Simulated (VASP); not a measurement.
# ZnO (P6_3mc) in VASP: further runs

Runs on ZnO. Level: LDA. Tasks: single point.

All numbers are computed with VASP 6.6.1; they aren't measurements. Logs are shortened: lines on timing, memory, paths and dates and some standing lists are left out, and cuts for length are marked.

### 1 The cell of the first run

Symmetry: P6_3mc, No. 186, hexagonal system. Conventional cell: a = 3.203 Å, b = 3.203 Å, c = 5.126 Å, α = 90.00°, β = 90.00°, γ = 120.00°. Within 2.6 Å of Zn (site symmetry 3m) lie 4 O at 1.95 Å. O (site symmetry 3m) has 4 Zn at 1.95 Å within 2.6 Å.

### 2 Single point, LDA (in-plane strain +0.005, then relaxed in part)

Input file INCAR:

```
SYSTEM = ZnO
PREC = Accurate
ENCUT = 520
EDIFF = 1E-6
ISMEAR = 0
SIGMA = 0.01
LREAL = .False.
LASPH = .True.
NELM = 80
ALGO = Normal
ISIF = 2
LWAVE = .False.
LCHARG = .True.
GGA = CA
LELF = .True.
LVHAR = .True.
NBANDS = 26
```

Input file KPOINTS:

```
regular mesh
0
Gamma
  8 8 4
  0 0 0
```

Input file POSCAR:

```
ZnO
1.0
    3.2030815810      0.0000000000      0.0000000000
   -1.6015407905      2.7739500195      0.0000000000
    0.0000000000      0.0000000000      5.1256179656
Zn O
2 2
Direct
    0.3333333333      0.6666666667      0.4989258314
    0.6666666667      0.3333333333     -0.0010741686
    0.6666666667      0.3333333333      0.3800841686
    0.3333333333      0.6666666667      0.8800841686
```

Potentials or basis: VASP PAW LDA potentials, release 64 (Zn, O).

Run with:

```sh
> cat potpaw_LDA.64/Zn/POTCAR potpaw_LDA.64/O/POTCAR > POTCAR
> mpirun -np 1 vasp_std > vasp.out
```

OUTCAR:

```text
SYSTEM = ZnO
   PREC = Accurate
   ENCUT = 520
   EDIFF = 1E-6
   ISMEAR = 0
   LREAL = .False.
   LASPH = .True.
   NELM = 80
   ISIF = 2
   GGA = CA

 ion  position               nearest neighbor table
   1  0.333  0.667  0.499-   3 1.95   3 1.95   3 1.95   4 1.95
   2  0.667  0.333  0.999-   4 1.95   4 1.95   4 1.95   3 1.95
   3  0.667  0.333  0.380-   1 1.95   1 1.95   1 1.95   2 1.95
   4  0.333  0.667  0.880-   2 1.95   2 1.95   2 1.95   1 1.95

  LATTYP: Found a hexagonal cell.
 ALAT       =     3.2030815810
 C/A-ratio  =     1.6002146171

  Lattice vectors:

 A1 = (   3.2030815810,   0.0000000000,   0.0000000000)
 A2 = (  -1.6015407905,   2.7739500195,   0.0000000000)
 A3 = (   0.0000000000,   0.0000000000,   5.1256179656)

Analysis of symmetry for initial positions (statically):
=====================================================================
 Subroutine PRICEL returns:
 Original cell was already a primitive cell.

 Routine SETGRP: Setting up the symmetry group for a
 hexagonal supercell.

 Subroutine GETGRP returns: Found 12 space group operations
 (whereof  6 operations were pure point group operations)
 out of a pool of 24 trial point group operations.

The static configuration has the point symmetry C_3v.
 The point group associated with its full space group is C_6v.

Analysis of symmetry for dynamics (positions and initial velocities):
=====================================================================
 Subroutine PRICEL returns:
 Original cell was already a primitive cell.

 Routine SETGRP: Setting up the symmetry group for a
 hexagonal supercell.

 Subroutine GETGRP returns: Found 12 space group operations
 (whereof  6 operations were pure point group operations)
 out of a pool of 24 trial point group operations.

The dynamic configuration has the point symmetry C_3v.
 The point group associated with its full space group is C_6v.

 Subroutine INISYM returns: Found 12 space group operations
 (whereof  6 operations are pure point group operations),
 and found     1 'primitive' translations

----------------------------------------------------------------------------------------

                                     Primitive cell

  volume of cell :      45.5421

  direct lattice vectors                    reciprocal lattice vectors
     3.203081581  0.000000000  0.000000000     0.312199354  0.180248381  0.000000000
    -1.601540791  2.773950019  0.000000000     0.000000000  0.360496762  0.000000000
     0.000000000  0.000000000  5.125617966     0.000000000  0.000000000  0.195098427

  length of vectors
     3.203081581  3.203081581  5.125617966     0.360496762  0.360496762  0.195098427

  position of ions in fractional coordinates (direct lattice)
     0.333333333  0.666666667  0.498925831
     0.666666667  0.333333333  0.998925831
     0.666666667  0.333333333  0.380084169
     0.333333333  0.666666667  0.880084169

  ion indices of the primitive-cell ions
   primitive index   ion index
                 1           1
                 2           2
                 3           3
                 4           4

----------------------------------------------------------------------------------------

 KPOINTS: regular mesh

Automatic generation of k-mesh.
 Grid dimensions read from file:
 generate k-points for:    8    8    4

 Generating k-lattice:

  Cartesian coordinates                     Fractional coordinates (reciprocal lattice)
     0.039024919  0.022531048  0.000000000     0.125000000  0.000000000  0.000000000
     0.000000000  0.045062095  0.000000000     0.000000000  0.125000000  0.000000000
     0.000000000  0.000000000  0.048774607     0.000000000  0.000000000  0.250000000

  Length of vectors
     0.045062095  0.045062095  0.048774607

  Shift w.r.t. Gamma in fractional coordinates (k-lattice)
     0.000000000  0.000000000  0.000000000

 Subroutine IBZKPT returns following result:
 ===========================================

 Found     30 irreducible k-points:

 Following reciprocal coordinates:
            Coordinates               Weight
  0.000000  0.000000  0.000000      1.000000
  0.125000  0.000000  0.000000      6.000000
  0.250000  0.000000  0.000000      6.000000
  0.375000 -0.000000  0.000000      6.000000
  0.500000  0.000000  0.000000      3.000000
  0.125000  0.125000  0.000000      6.000000
[... 16 lines left out ...]
  0.250000  0.000000  0.500000      6.000000
  0.375000 -0.000000  0.500000      6.000000
 [... further k-points ...]
   k-points           NKPTS =     30   k-points in BZ     NKDIM =     30   number of bands    NBANDS=     26
   number of dos      NEDOS =    301   number of ions     NIONS =      4
   total plane-waves  NPLWV =  23040
   dimension x,y,z NGX =    24 NGY =   24 NGZ =   40
   dimension x,y,z NGXF=    48 NGYF=   48 NGZF=   80
   ions per type =               2   2
   NGX,Y,Z   is equivalent  to a cutoff of  12.46, 12.46, 12.97 a.u.
   NGXF,Y,Z  is equivalent  to a cutoff of  24.91, 24.91, 25.95 a.u.
 SYSTEM =  ZnO
   PREC   = accura    normal or accurate (medium, high low for compatibility)
   ISTART =      0    job   : 0-new  1-cont  2-samecut
   ICHARG =      2    charge: 1-file 2-atom 10-const
   ISPIN  =      1    spin polarized calculation?
   LNONCOLLINEAR =      F non collinear calculations
   LSORBIT =      F    spin-orbit coupling
   LASPH  =      T    aspherical Exc in radial PAW
   ENCUT  =  520.0 eV  38.22 Ry    6.18 a.u.   5.96  5.96  9.53*2*pi/ulx,y,z
   NELM   =     80;   NELMIN=  2; NELMDL= -5     # of ELM steps
   EDIFF  = 0.1E-05   stopping-criterion for ELM
   LREAL  =      F    real-space projection
   EDIFFG = 0.1E-04   stopping-criterion for IOM
   NSW    =      0    number of steps for IOM
   IBRION =     -1    ionic relax: 0-MD 1-quasi-New 2-CG
   NFREE  =      0    steps in history (QN), initial steepest desc. (CG)
   ISIF   =      2    stress and relaxation
   ISYM   =      2    0-nonsym 1-usesym 2-fastsym
   POTIM  = 0.5000    time-step for ionic-motion
   TEBEG  =    0.0;   TEEND  =   0.0 temperature during run
   PSTRESS=    0.0 pullay stress
   NELECT =      36.0000    total number of electrons
   NUPDOWN=      -1.0000    fix difference up-down
   EMIN   =  10.00;   EMAX   =-10.00  energy-range for DOS
   EFERMI =   0.00;   METHOD = LEGACY
   ISMEAR =     0;   SIGMA  =   0.01  broadening in eV -4-tet -1-fermi 0-gaus
   EFERMI_NEDOS =   21; number of points for ismear=-14 and -15
   IALGO  =     38    algorithm
   IMIX   =      4    mixing-type and parameters
     AMIX     =   0.40;   BMIX     =  1.00
     AMIX_MAG =   1.60;   BMIX_MAG =  1.00
  volume/ion in A,a.u.               =      11.39        76.83
  Fermi-wavevector in a.u.,A,eV,Ry     =   1.513694  2.860467 31.174608  2.291269
  Thomas-Fermi vector in A             =   2.623451
   LORBIT       =      0    0 simple, 1 ext, 2 COOP (PROOUT), +10 PAW based schemes
   GGA     = CA    functional components
   LHFCALC =     F    Hartree Fock is set to
   AEXX    =    0.0000 exact exchange contribution
   IVDW    =     0    specifies the selected vdW correction
   LEPSILON=     F    determine dielectric tensor
   LRPA    =     F    only Hartree local field effects (RPA)
 non-spin polarized calculation
 Gauss-broadening in eV      SIGMA  =   0.01
  energy-cutoff  :      520.00
  volume of cell :       45.54
 maximum number of plane-waves:      1240
 NGX is ok and might be reduce to    24
   NGX = 11   NGY = 11   NGZ = 19

 number of electron      36.0000006 magnetization

 Free energy of the ion-electron system (eV)
  ---------------------------------------------------
  ext. energy  EPLUGINS =         0.00000000
  ---------------------------------------------------
  free energy    TOTEN  =       -21.15656740 eV

  energy without entropy =      -21.15656740  energy(sigma->0) =      -21.15656740

 E-fermi :   1.4059     XC(G=0): -11.6991

 val. band max:        1.2997069557   @ k =   0.0000   0.0000   0.0000
 cond. band min:       2.1133092363   @ k =   0.0000   0.0000   0.0000
 fundamental gap:      0.8136022806
 Fermi energy:         1.4059279523

 k-point     1 :       0.0000    0.0000    0.0000
  band No.  band energies     occupation
      1     -16.8763      2.00000
      2     -16.0257      2.00000
      3      -4.7383      2.00000
      4      -4.7078      2.00000
      5      -4.7078      2.00000
      6      -4.6284      2.00000
[... 18 lines left out ...]
     25      15.5005      0.00000
     26      15.5005      0.00000

 k-point     2 :       0.1250    0.0000    0.0000
  band No.  band energies     occupation
      1     -16.7789      2.00000
      2     -15.9834      2.00000
      3      -4.8209      2.00000
      4      -4.6544      2.00000
      5      -4.6118      2.00000
      6      -4.5819      2.00000
[... 18 lines left out ...]
     25      15.6491      0.00000
     26      15.6945      0.00000

 k-point     3 :       0.2500    0.0000    0.0000
  band No.  band energies     occupation
      1     -16.5269      2.00000
      2     -15.8893      2.00000
      3      -5.0121      2.00000
      4      -4.6319      2.00000
      5      -4.5375      2.00000
      6      -4.4140      2.00000
[... 18 lines left out ...]
     25      14.6997      0.00000
     26      15.5980      0.00000

 k-point     4 :       0.3750   -0.0000    0.0000
  band No.  band energies     occupation
      1     -16.2335      2.00000
      2     -15.8221      2.00000
      3      -5.0727      2.00000
      4      -4.7239      2.00000
      5      -4.4492      2.00000
      6      -4.2038      2.00000
[... 18 lines left out ...]
     25      14.7106      0.00000
     26      15.5419      0.00000
[... 496 lines left out ...]
      1     -16.3914      2.00000
      2     -16.3914      2.00000
      3      -5.0148      2.00000
      4      -5.0148      2.00000
      5      -4.5822      2.00000
      6      -4.5822      2.00000
[... 18 lines left out ...]
     25      14.5979      0.00000
     26      14.5979      0.00000

 k-point    23 :       0.2500    0.0000    0.5000
  band No.  band energies     occupation
      1     -16.2091      2.00000
      2     -16.2091      2.00000
      3      -5.1333      2.00000
      4      -5.1333      2.00000
      5      -4.4357      2.00000
      6      -4.4357      2.00000
[... 18 lines left out ...]
     25      14.8838      0.00000
     26      14.8838      0.00000

 k-point    24 :       0.3750   -0.0000    0.5000
  band No.  band energies     occupation
      1     -16.0194      2.00000
      2     -16.0194      2.00000
      3      -5.2044      2.00000
      4      -5.2044      2.00000
      5      -4.2467      2.00000
      6      -4.2467      2.00000
[... 18 lines left out ...]
     25      15.0479      0.00000
     26      15.0479      0.00000

 [... further k-points ...]
[... 5 lines left out ...]
  --------------------------------------------------------------------------------------
  -------------------------------------------------------------------------------------
  Total       -0.0149237     -0.0149237      0.3029784      0.0000000      0.0000000      0.0000000
  in kB       -0.5250189     -0.5250189     10.6588259      0.0000000      0.0000000      0.0000000
  external PRESSURE =       3.2029293 kB  Pullay stress =       0.0000000 kB

 VOLUME and BASIS-vectors are now :
 -----------------------------------------------------------------------------
  energy-cutoff  :      520.00
  volume of cell :       45.54
      direct lattice vectors                 reciprocal lattice vectors
     3.203081581  0.000000000  0.000000000     0.312199354  0.180248381  0.000000000
    -1.601540791  2.773950019  0.000000000     0.000000000  0.360496762  0.000000000
     0.000000000  0.000000000  5.125617966     0.000000000  0.000000000  0.195098427

 POSITION                                       TOTAL-FORCE (eV/Angst)
 -----------------------------------------------------------------------------------
     -0.00000      1.84930      2.55730        -0.000000     -0.000000     -0.000353
      1.60154      0.92465      5.12011         0.000000      0.000000     -0.000353
      1.60154      0.92465      1.94817         0.000000      0.000000      0.000353
     -0.00000      1.84930      4.51098        -0.000000     -0.000000      0.000353
 -----------------------------------------------------------------------------------
    total drift:                                0.000001      0.000001     -0.000528

  FREE ENERGIE OF THE ION-ELECTRON SYSTEM (eV)
  ---------------------------------------------------
  free  energy   TOTEN  =       -21.1565673973 eV

  energy  without entropy=      -21.1565673973  energy(sigma->0) =      -21.15656740
```

Wall time 34 s (1 thread of AMD EPYC 7R13 (Zen 3), shared host); peak memory 0.12 GiB.

Results:

```yaml
Free_energy: -21.1566 eV
Pressure: 0.3 GPa
Band_gap_on_the_k_mesh: 0.81 eV, direct
```

Caveat: the cell differs from its parent crystal (in-plane strain +0.005, then relaxed in part).

[end of part 1 of 2]
